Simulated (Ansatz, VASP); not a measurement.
**TaN in VASP and in Ansatz**

Contents of INCAR:

```
SYSTEM = TaN
  PREC = Accurate
  ENCUT = 520
  EDIFF = 1E-6
  ISMEAR = -1
  SIGMA = 0.03
  LREAL = .False.
  LASPH = .True.
  NELM = 80
  ALGO = Normal
  ISIF = 2
  LWAVE = .False.
  LCHARG = .True.
  LELF = .True.
  LVHAR = .True.
  NBANDS = 24
```

The input KPOINTS:

```
regular mesh
0
Gamma
  9 9 5
  0 0 0
```

Contents of POSCAR:

```
TaN
1.0
    3.0500010905      0.0000000000      0.0000000000
   -1.5250005453      2.6413784260      0.0000000000
    0.0000000000      0.0000000000      4.8906000000
Ta N
2 2
Direct
    0.3333333333      0.6666666667      0.0000000000
    0.6666666667      0.3333333333      0.5000000000
    0.3333333333      0.6666666667      0.3850000000
    0.6666666667      0.3333333333      0.8850000000
```

Input for Ansatz:

```yaml
crystal:
  lattice:
    - [3.0500010905, 0.0, 0.0]
    - [-1.5250005453, 2.641378426, 0.0]
    - [0.0, 0.0, 4.8906]
  atoms:
    - { symbol: Ta, position: [0.3333333333, 0.6666666667, 0.0] }
    - { symbol: Ta, position: [0.6666666667, 0.3333333333, 0.5] }
    - { symbol: "N", position: [0.3333333333, 0.6666666667, 0.385] }
    - { symbol: "N", position: [0.6666666667, 0.3333333333, 0.885] }
kpoints:
  mp_grid: { grid: [9, 9, 5] }
  band_path:
    path:
      - [0.0, 0.0, 0.0]
      - [0.5, 0.0, 0.0]
      - [0.3333333333, 0.3333333333, 0.0]
      - [0.0, 0.0, 0.0]
      - [0.0, 0.0, 0.5]
      - [0.5, 0.0, 0.5]
      - [0.3333333333, 0.3333333333, 0.5]
      - [0.0, 0.0, 0.5]
      - [0.5, 0.0, 0.5]
    npoints: 5
scf:
  occupations: { method: fermi_dirac, width: 0.03 }
hamiltonian:
  xc: lda
  pseudopotentials: { kind: all_electron, lapw: { basis_error: 0.001 } }
output:
  forces: true
  stress: true
  eigenvalues: true
```

Change from the starting cell: zz strain of -1 %.

Alike in both runs: task single point; functional LDA; k mesh 9 × 9 × 5; occupations fermi-dirac, width 0.03 eV; no spin polarisation.

```csv
,VASP,Ansatz
version,VASP 6.6.1,Ansatz 0.2.0
potentials or method,"VASP PAW LDA potentials, release 64 (Ta_pv, N), cutoff 520 eV","all-electron LAPW, scalar-relativistic"
```

VASP gave:

```
pressure (GPa)                                                : 129.0
traceless stress, the component that is largest in VASP (GPa) : -14.27
rms of the force components (eV/Å)                            : 0.994
```

**Question.** Estimate Ansatz's values.

**Answer.** Pressure (GPa): 122.2; traceless stress, the component that is largest in VASP (GPa): -13.63; rms of the force components (eV/Å): 0.988.

LDA's correlation is that of Perdew and Zunger in VASP and of Perdew and Wang (1992) in Ansatz. Atom by atom the forces differ by 0.006 eV/Å (rms over components). Both programs put the cell under a high pressure, so it lies far from rest at this level. Ansatz ran all-electron here, and VASP with PAW potentials.

Spin-orbit coupling is off throughout. Noted on VASP's run: the cell as given lies far from equilibrium.
